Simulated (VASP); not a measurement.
# LiF (P6_3mc) in VASP: single point with r2SCAN

Aim: the single point of LiF with r2SCAN.

All numbers are computed with VASP 6.6.1; they aren't measurements. Logs are shortened: lines on timing, memory, paths and dates and some standing lists are left out, and cuts for length are marked.

### 1 The cell of the first run

It takes space group P6_3mc (No. 186, hexagonal). The conventional cell has a = 3.061 Å, b = 3.061 Å, c = 4.807 Å, α = 90.00°, β = 90.00°, γ = 120.00°. Within 2.5 Å of Li (site symmetry 3m) lie 4 F at 1.85 to 1.86 Å. Within 2.5 Å of F (site symmetry 3m) lie 4 Li at 1.85 to 1.86 Å.

### 2 Single point, r2SCAN

The input, POSCAR:

```
LiF
1.0
    3.0609400000      0.0000000000      0.0000000000
   -1.5304700000      2.6508520000      0.0000000000
    0.0000000000      0.0000000000      4.8073250000
Li F
2 2
Direct
    0.3333333333      0.6666666667      0.3811540000
    0.6666666667      0.3333333333      0.8811540000
    0.3333333333      0.6666666667      0.9938440000
    0.6666666667      0.3333333333      0.4938440000
```

The input, INCAR.step1:

```
SYSTEM = LiF
PREC = Accurate ; ENCUT = 520
ISMEAR = -1 ; SIGMA = 0.15
LREAL = .False. ; LASPH = .True.
NELM = 60 ; NBANDS = 18
GGA = PE ; ALGO = Normal
EDIFF = 1E-4 ; LWAVE = .True.
LCHARG = .False.
```

The input, INCAR.step2:

```
SYSTEM = LiF
PREC = Accurate ; ENCUT = 520
EDIFF = 1E-7 ; ISMEAR = -1
SIGMA = 0.15 ; LREAL = .False.
LASPH = .True. ; NELM = 60
ALGO = Normal ; ISIF = 2
LWAVE = .False. ; LCHARG = .False.
METAGGA = R2SCAN ; LMIXTAU = .True.
NBANDS = 18 ; ISTART = 1
```

The input, KPOINTS:

```
Automatic mesh
0
Gamma
  5 5 3
  0 0 0
```

Potentials or basis: VASP PAW PBE potentials, release 64 (Li_sv, F).

Run with:

```console
> cat potpaw_PBE.64/Li_sv/POTCAR potpaw_PBE.64/F/POTCAR > POTCAR
> cp INCAR.step1 INCAR
> mpirun -np 1 vasp_std > vasp.out
> cp INCAR.step2 INCAR
> mpirun -np 1 vasp_std > vasp.out
```

OUTCAR:

```text
SYSTEM = LiF
   PREC = Accurate
   ENCUT = 520
   EDIFF = 1E-7
   ISMEAR = -1
   LREAL = .False.
   LASPH = .True.
   NELM = 60
   ISIF = 2
   METAGGA = R2SCAN
   ISTART = 1

 ion  position               nearest neighbor table
   1  0.333  0.667  0.381-   4 1.85   4 1.85   4 1.85   3 1.86
   2  0.667  0.333  0.881-   3 1.85   3 1.85   3 1.85   4 1.86
   3  0.333  0.667  0.994-   2 1.85   2 1.85   2 1.85   1 1.86
   4  0.667  0.333  0.494-   1 1.85   1 1.85   1 1.85   2 1.86

  LATTYP: Found a hexagonal cell.
 ALAT       =     3.0609400000
 C/A-ratio  =     1.5705387887

  Lattice vectors:

 A1 = (   3.0609400000,   0.0000000000,   0.0000000000)
 A2 = (  -1.5304700000,   2.6508520000,   0.0000000000)
 A3 = (   0.0000000000,   0.0000000000,   4.8073250000)

Analysis of symmetry for initial positions (statically):
=====================================================================
 Subroutine PRICEL returns:
 Original cell was already a primitive cell.

 Routine SETGRP: Setting up the symmetry group for a
 hexagonal supercell.

 Subroutine GETGRP returns: Found 12 space group operations
 (whereof  6 operations were pure point group operations)
 out of a pool of 24 trial point group operations.

The static configuration has the point symmetry C_3v.
 The point group associated with its full space group is C_6v.

Analysis of symmetry for dynamics (positions and initial velocities):
=====================================================================
 Subroutine PRICEL returns:
 Original cell was already a primitive cell.

 Routine SETGRP: Setting up the symmetry group for a
 hexagonal supercell.

 Subroutine GETGRP returns: Found 12 space group operations
 (whereof  6 operations were pure point group operations)
 out of a pool of 24 trial point group operations.

The dynamic configuration has the point symmetry C_3v.
 The point group associated with its full space group is C_6v.

 Subroutine INISYM returns: Found 12 space group operations
 (whereof  6 operations are pure point group operations),
 and found     1 'primitive' translations

[... 77 lines left out ...]
   ISPIN  =      1    spin polarized calculation?
   LNONCOLLINEAR =      F non collinear calculations
   LSORBIT =      F    spin-orbit coupling
   LASPH  =      T    aspherical Exc in radial PAW
   ENCUT  =  520.0 eV  38.22 Ry    6.18 a.u.   5.69  5.69  8.94*2*pi/ulx,y,z
   NELM   =     60;   NELMIN=  2; NELMDL=  0     # of ELM steps
   EDIFF  = 0.1E-06   stopping-criterion for ELM
   LREAL  =      F    real-space projection
   EDIFFG = 0.1E-05   stopping-criterion for IOM
   NSW    =      0    number of steps for IOM
   IBRION =     -1    ionic relax: 0-MD 1-quasi-New 2-CG
   NFREE  =      0    steps in history (QN), initial steepest desc. (CG)
   ISIF   =      2    stress and relaxation
   ISYM   =      2    0-nonsym 1-usesym 2-fastsym
   POTIM  = 0.5000    time-step for ionic-motion
   TEBEG  =    0.0;   TEEND  =   0.0 temperature during run
   PSTRESS=    0.0 pullay stress
   NELECT =      20.0000    total number of electrons
   NUPDOWN=      -1.0000    fix difference up-down
   EMIN   =  10.00;   EMAX   =-10.00  energy-range for DOS
   EFERMI =   0.00;   METHOD = LEGACY
   ISMEAR =    -1;   SIGMA  =   0.15  broadening in eV -4-tet -1-fermi 0-gaus
   EFERMI_NEDOS =   21; number of points for ismear=-14 and -15
   IALGO  =     38    algorithm
   IMIX   =      4    mixing-type and parameters
     AMIX     =   0.40;   BMIX     =  1.00
     AMIX_MAG =   1.60;   BMIX_MAG =  1.00
  volume/ion in A,a.u.               =       9.75        65.81
  Fermi-wavevector in a.u.,A,eV,Ry     =   1.310298  2.476105 23.359599  1.716882
  Thomas-Fermi vector in A             =   2.440838
   LORBIT       =      0    0 simple, 1 ext, 2 COOP (PROOUT), +10 PAW based schemes
   METAGGA = R2SCAN    functional components
   LHFCALC =     F    Hartree Fock is set to
   AEXX    =    0.0000 exact exchange contribution
   IVDW    =     0    specifies the selected vdW correction
   LEPSILON=     F    determine dielectric tensor
   LRPA    =     F    only Hartree local field effects (RPA)
 non-spin polarized calculation
  energy-cutoff  :      520.00
  volume of cell :       39.01
 maximum number of plane-waves:      1085
 NGX is ok and might be reduce to    24
   NGX = 11   NGY = 11   NGZ = 17

 number of electron      20.0000020 magnetization

 Free energy of the ion-electron system (eV)
  ---------------------------------------------------
  ext. energy  EPLUGINS =         0.00000000
  ---------------------------------------------------
  free energy    TOTEN  =       -23.65681213 eV

  energy without entropy =      -23.65681213  energy(sigma->0) =      -23.65681213

 E-fermi :   0.3361     XC(G=0):  -9.4427

 val. band max:       -3.0135303861   @ k =   0.0000   0.0000   0.0000
 cond. band min:       5.7353106625   @ k =   0.0000   0.0000   0.0000
 fundamental gap:      8.7488410485
 Fermi energy:         0.3360663996

 k-point     1 :       0.0000    0.0000    0.0000
  band No.  band energies     occupation
      1     -44.5245      2.00000
      2     -44.4802      2.00000
      3     -23.5991      2.00000
      4     -23.3767      2.00000
      5      -5.1969      2.00000
      6      -3.4873      2.00000
[... 187 lines left out ...]
      5      -4.8825      2.00000
      6      -4.4907      2.00000
[... 10 lines left out ...]
     17      18.2497      0.00000
     18      19.8390      0.00000

------------------------ aborting loop because EDIFF is reached ----------------------------------------

  FORCE on cell =-STRESS in cart. coord.  units (eV):
  Direction    XX          YY          ZZ          XY          YZ          ZX
  --------------------------------------------------------------------------------------
  -------------------------------------------------------------------------------------
  Total        0.0896501      0.0896501     -0.0199822      0.0000000      0.0000000      0.0000000
  in kB        3.6822858      3.6822864     -0.8207472      0.0000000      0.0000000      0.0000000
  external PRESSURE =       2.1812750 kB  Pullay stress =       0.0000000 kB

 VOLUME and BASIS-vectors are now :
 -----------------------------------------------------------------------------
  energy-cutoff  :      520.00
  volume of cell :       39.01
      direct lattice vectors                 reciprocal lattice vectors
     3.060940000  0.000000000  0.000000000     0.326697028  0.188618603  0.000000000
    -1.530470000  2.650852000  0.000000000     0.000000000  0.377237205  0.000000000
     0.000000000  0.000000000  4.807325000     0.000000000  0.000000000  0.208015892

 POSITION                                       TOTAL-FORCE (eV/Angst)
 -----------------------------------------------------------------------------------
     -0.00000      1.76723      1.83233         0.000000      0.000000      0.011947
      1.53047      0.88362      4.23599        -0.000000      0.000000      0.011947
     -0.00000      1.76723      4.77773        -0.000000     -0.000000     -0.011947
      1.53047      0.88362      2.37407        -0.000000      0.000000     -0.011947
 -----------------------------------------------------------------------------------
    total drift:                                0.000001      0.000001      0.113280

  FREE ENERGIE OF THE ION-ELECTRON SYSTEM (eV)
  ---------------------------------------------------
  free  energy   TOTEN  =       -23.6568121293 eV

  energy  without entropy=      -23.6568121290  energy(sigma->0) =      -23.65681213
```

OUTCAR.step1:

```text
SYSTEM = LiF
   PREC = Accurate
   ENCUT = 520
   ISMEAR = -1
   LREAL = .False.
   LASPH = .True.
   NELM = 60
[... 423 lines left out ...]
      1.53047      0.88362      4.23599         0.000000     -0.000000     -0.002282
     -0.00000      1.76723      4.77773         0.000000      0.000000      0.002282
      1.53047      0.88362      2.37407         0.000000     -0.000000      0.002282
 -----------------------------------------------------------------------------------
    total drift:                                0.000001      0.000001     -0.007202

  FREE ENERGIE OF THE ION-ELECTRON SYSTEM (eV)
  ---------------------------------------------------
  free  energy   TOTEN  =       -19.2703006251 eV

  energy  without entropy=      -19.2703006249  energy(sigma->0) =      -19.27030063
```

Wall time 39 s (1 thread of Intel Xeon Platinum 8259CL at 2.50GHz (Skylake/Cascade Lake), shared host); peak memory 0.15 GiB.

Results:

```yaml
Free_energy: -23.6568 eV
Largest_force: 0.012 eV/Å
Band_gap_on_the_k_mesh: 8.75 eV, direct
```

Forces on the atoms (eV/Å):
```
Li   0.000  0.000  0.012
Li   0.000  0.000  0.012
F    0.000  0.000 -0.012
F    0.000  0.000 -0.012
```

Levels at points of the mesh, in eV from the valence-band top:
| k point | band 6 | band 7 | band 8 | band 9 | band 10 | band 11 | band 12 | band 13 | band 14 | band 15 |
| --- | --- | --- | --- | --- | --- | --- | --- | --- | --- | --- |
| (0.00, 0.00, 0.00) | -0.47 | -0.47 | -0.15 | -0.15 | 0.00 | 8.75 | 13.12 | 16.58 | 20.13 | 20.13 |

Caveat: the k points lie up to 0.47 Å⁻¹ apart; the cutoff is under 1.25 times the usual one of these potentials, so pressure, stress and relaxed cells hold a basis-set (Pulay) error; the PAW data sets were made with another functional, which shifts forces and pressure a little. r2SCAN opens gaps a little over a GGA but as a rule still falls short of measured ones.
